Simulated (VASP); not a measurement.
The system is SiC5.

```
Si C
1.0
     3.12841    0.00000    0.00000
    -1.56420    2.70928    0.00000
     0.00000    0.00000    8.02762
Si C
1 5
Direct
  0.00000 0.00000 0.00000
  0.33333 0.66667 0.34000
  0.33333 0.66667 0.57500
  0.00000 0.00000 0.26500
  0.66667 0.33333 0.65500
  0.66667 0.33333 0.89500
```

* Program: VASP 6.6.1
* Task: relaxation of cell and atoms
* Functional: PBE
* Potentials or basis: VASP PAW PBE potentials, release 64 (Si, C)
* Cutoff: 600 eV
* k mesh: 6 × 6 × 2
* Occupations: gaussian, width 0.2 eV
* Spin: no spin polarisation

At the start: pressure -55.6 GPa; volume 11.34 Å³/atom.

**Question.** Where does the relaxation end?

**Answer.** Over 10 steps the energy falls by 1088.3 meV/atom and the volume is 7.31 Å³/atom (-35.6 %); space group P3m1 (No. 156, to 0.05 Å).

The path:
```csv
step,energy change (eV),largest force (eV/Å),pressure (GPa),volume (Å³)
1,0.0000,2.4849,-55.59,68.04
2,-3.8496,7.3643,97.41,36.13
3,-6.1946,3.9711,-4.02,44.95
4,-6.1980,4.1031,-1.21,44.55
5,-6.1274,4.9742,12.36,42.28
6,-6.4637,0.8745,3.57,43.40
7,-6.5234,0.4861,-2.12,44.05
8,-6.5265,0.4784,-1.16,43.93
9,-6.5245,0.6607,0.77,43.72
10,-6.5299,0.0382,-0.32,43.84
```

Final structure:
```
CELL_PARAMETERS angstrom
2.73318 0.00000 0.00000
-1.36659 2.36701 0.00000
0.00000 0.00000 6.77574
ATOMIC_POSITIONS crystal
Si 0.00000 0.00000 0.99373
C 0.33333 0.66667 0.35056
C 0.33333 0.66667 0.57691
C 0.00000 0.00000 0.27547
C 0.66667 0.33333 0.65346
C 0.66667 0.33333 0.87988
```

Caveat: the volume moved by over 15 % at a fixed basis, so the end points are rough; the relaxation stopped at a loose force limit of 0.08 eV/Å, so its end isn't a converged minimum.
